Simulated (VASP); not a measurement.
# In (I4/mmm) in VASP: a series of runs, part 2 of 2

VASP 6.6.1. The steps go on from the part before.

**5. Single point, r2SCAN**

Contents of POSCAR:

```
In
1.0
   -1.6059359000      1.6059359000      2.4420357800
    1.6059359000     -1.6059359000      2.4420357800
    1.6059359000      1.6059359000     -2.4420357800
In
1
Direct
    0.0000000000      0.0000000000      0.0000000000
```

Contents of INCAR.step1:

```
SYSTEM = In
PREC = Accurate
ENCUT = 520
ISMEAR = -1
SIGMA = 0.1
LREAL = .False.
LASPH = .True.
NELM = 60
NBANDS = 12
GGA = PE
ALGO = Normal
EDIFF = 1E-4
LWAVE = .True.
LCHARG = .False.
```

Contents of INCAR.step2:

```
SYSTEM = In
PREC = Accurate
ENCUT = 520
EDIFF = 1E-6
ISMEAR = -1
SIGMA = 0.1
LREAL = .False.
LASPH = .True.
NELM = 60
ALGO = Normal
ISIF = 2
LWAVE = .False.
LCHARG = .False.
METAGGA = R2SCAN
LMIXTAU = .True.
NBANDS = 12
ISTART = 1
```

Contents of KPOINTS:

```
regular mesh
0
Gamma
  15 15 15
  0 0 0
```

Potentials or basis: VASP PAW PBE potentials, release 64 (In_d).

The run is started by

```console
$ cat potpaw_PBE.64/In_d/POTCAR > POTCAR
$ cp INCAR.step1 INCAR
$ mpirun -np 1 vasp_std > vasp.out
$ cp INCAR.step2 INCAR
$ mpirun -np 1 vasp_std > vasp.out
```

OUTCAR:

```text
SYSTEM = In
   PREC = Accurate
   ENCUT = 520
   EDIFF = 1E-6
   ISMEAR = -1
   LREAL = .False.
   LASPH = .True.
   NELM = 60
   ISIF = 2
   METAGGA = R2SCAN
   ISTART = 1

 ion  position               nearest neighbor table
   1  0.000  0.000  0.000-

  LATTYP: Found a body centered tetragonal cell.
 ALAT       =     3.2118718000
 C/A-ratio  =     1.5206309168

  Lattice vectors:

 A1 = (  -1.6059359000,   1.6059359000,   2.4420357800)
 A2 = (   1.6059359000,  -1.6059359000,   2.4420357800)
 A3 = (   1.6059359000,   1.6059359000,  -2.4420357800)

Analysis of symmetry for initial positions (statically):
=====================================================================
 Subroutine PRICEL returns:
 Original cell was already a primitive cell.

 Routine SETGRP: Setting up the symmetry group for a
 body centered tetragonal supercell.

 Subroutine GETGRP returns: Found 16 space group operations
 (whereof 16 operations were pure point group operations)
 out of a pool of 16 trial point group operations.

The static configuration has the point symmetry D_4h.
[... 167 lines left out ...]
  band No.  band energies     occupation
      1      -7.4314      2.00000
      2      -7.3105      2.00000
      3      -7.3105      2.00000
      4      -7.2169      2.00000
      5      -7.0927      2.00000
      6      -2.3911      2.00000
      7      19.4436      0.00000
      8      19.4436      0.00000
      9      19.6864      0.00000
     10      20.1822      0.00000
     11      22.7570      0.00000
     12      22.9599      0.00000
[... 331 lines left out ...]
 k-point    24 :       0.2000    0.1333    0.0000
  band No.  band energies     occupation
      1      -7.3824      2.00000
      2      -7.3038      2.00000
      3      -7.2487      2.00000
      4      -7.1859      2.00000
      5      -7.0707      2.00000
      6      -0.5965      2.00000
      7      12.0570      0.00000
      8      14.1297      0.00000
      9      18.1173      0.00000
     10      21.0412      0.00000
     11      21.4753      0.00000
     12      22.7615      0.00000

 [... further k-points ...]

------------------------ aborting loop because EDIFF is reached ----------------------------------------

  FORCE on cell =-STRESS in cart. coord.  units (eV):
  Direction    XX          YY          ZZ          XY          YZ          ZX
  --------------------------------------------------------------------------------------
  -------------------------------------------------------------------------------------
  Total        0.3363551      0.3363551      0.2700464      0.0000000     -0.0000000      0.0000000
  in kB       21.3914495     21.3914495     17.1743566      0.0000000     -0.0000000      0.0000000
  external PRESSURE =      19.9857519 kB  Pullay stress =       0.0000000 kB

 VOLUME and BASIS-vectors are now :
 -----------------------------------------------------------------------------
  energy-cutoff  :      520.00
  volume of cell :       25.19
      direct lattice vectors                 reciprocal lattice vectors
    -1.605935900  1.605935900  2.442035780     0.000000000  0.311344930  0.204747205
     1.605935900 -1.605935900  2.442035780     0.311344930  0.000000000  0.204747205
     1.605935900  1.605935900 -2.442035780     0.311344930  0.311344930  0.000000000

 POSITION                                       TOTAL-FORCE (eV/Angst)
 -----------------------------------------------------------------------------------
      0.00000      0.00000      0.00000         0.000000      0.000000      0.000000
 -----------------------------------------------------------------------------------
    total drift:                               -0.000000     -0.000000     -0.000000

  FREE ENERGIE OF THE ION-ELECTRON SYSTEM (eV)
  ---------------------------------------------------
  free  energy   TOTEN  =       -22.5727254628 eV

  energy  without entropy=      -22.5591153136  energy(sigma->0) =      -22.56592039
```

Run time: 3.3 min. Hardware: 1 thread of Intel Xeon 6975P-C (Granite Rapids), shared host; peak memory 0.22 GiB.

What came out:

```
Free energy : -22.5727 eV
Pressure    : 2.0 GPa
```

Stress tensor (GPa, compression positive):
```
2.14 0.00 0.00
0.00 2.14 0.00
0.00 0.00 1.72
```

Levels at points of the mesh, in eV from the Fermi level:
```
           k point  band 3  band 4  band 5  band 6  band 7  band 8  band 9  band 10
(0.00, 0.00, 0.00)  -15.26  -15.17  -15.04  -10.34   11.49   11.49   11.74    12.23
```

Caveat: the PAW data sets were made with another functional, which shifts forces and pressure a little; spin-orbit coupling is left out, which moves the levels of the heavy elements.

**6. The runs side by side**

```csv
level,k mesh,smearing,gap on the mesh (eV),pressure (GPa)
PBEsol+D4,8 × 8 × 8,fermi-dirac 0.1 eV,none,-0.8
r2SCAN,8 × 8 × 8,fermi-dirac 0.1 eV,none,1.9
r2SCAN,8 × 8 × 8,tetrahedron,none,3.6
r2SCAN,15 × 15 × 15,fermi-dirac 0.1 eV,none,2.0
```

Alike in all rows: task single point; potentials or basis VASP PAW PBE potentials, release 64 (In_d); no spin polarisation; cell as given; cutoff (eV) 520.

Every run on the cell as given and a fine mesh finds a metal. The pressure there spans -0.8 GPa (PBEsol+D4) to 3.6 GPa (r2SCAN); a positive pressure means that this level wants a larger cell, a negative one a smaller.

Caveats: the PAW data sets were made with another functional, which shifts forces and pressure a little; spin-orbit coupling is left out, which moves the levels of the heavy elements; pairwise dispersion overbinds metals, which lowers pressure and volume (some runs).

Absolute energies hang on the potentials; compare differences alone.
